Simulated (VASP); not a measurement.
Input of a VASP 6.6.1 run:

File POSCAR:

```
Fe
1.0
   -1.4345540696      1.4345540696      1.4345540696
    1.4345540696     -1.4345540696      1.4345540696
    1.4345540696      1.4345540696     -1.4345540696
Fe
1
Direct
    0.0000000000      0.0000000000      0.0000000000
```

The input INCAR.step1:

```
SYSTEM = Fe
  PREC = Accurate
  ENCUT = 520
  ISMEAR = 0
  SIGMA = 0.01
  LREAL = .False.
  LASPH = .True.
  NELM = 150
  ISPIN = 2
  MAGMOM = 2.804
  LMAXMIX = 4
  NBANDS = 14
  GGA = PE
  ALGO = Normal
  EDIFF = 1E-4
  LWAVE = .True.
  LCHARG = .False.
```

File INCAR.step2:

```
SYSTEM = Fe
  PREC = Accurate
  ENCUT = 520
  EDIFF = 1E-6
  ISMEAR = 0
  SIGMA = 0.01
  LREAL = .False.
  LASPH = .True.
  NELM = 150
  ALGO = Normal
  ISIF = 2
  LWAVE = .False.
  LCHARG = .False.
  ISPIN = 2
  MAGMOM = 2.804
  LORBIT = 11
  LMAXMIX = 4
  METAGGA = R2SCAN
  LMIXTAU = .True.
  NBANDS = 14
  ISTART = 1
```

File KPOINTS:

```
Automatic mesh
0
Gamma
  15 15 15
  0 0 0
```

Potentials or basis: VASP PAW PBE potentials, release 64 (Fe).

The run is started by

```sh
$ cat potpaw_PBE.64/Fe/POTCAR > POTCAR
$ cp INCAR.step1 INCAR
$ mpirun -np 1 vasp_std > vasp.out
$ cp INCAR.step2 INCAR
$ mpirun -np 1 vasp_std > vasp.out
```

Question: Predict the site moments.

Answer: Fe +2.75 μB.

Question: Predict the pressure.

Answer: -0.3 GPa.

Caveat: the PAW data sets were made with another functional, which shifts forces and pressure a little.
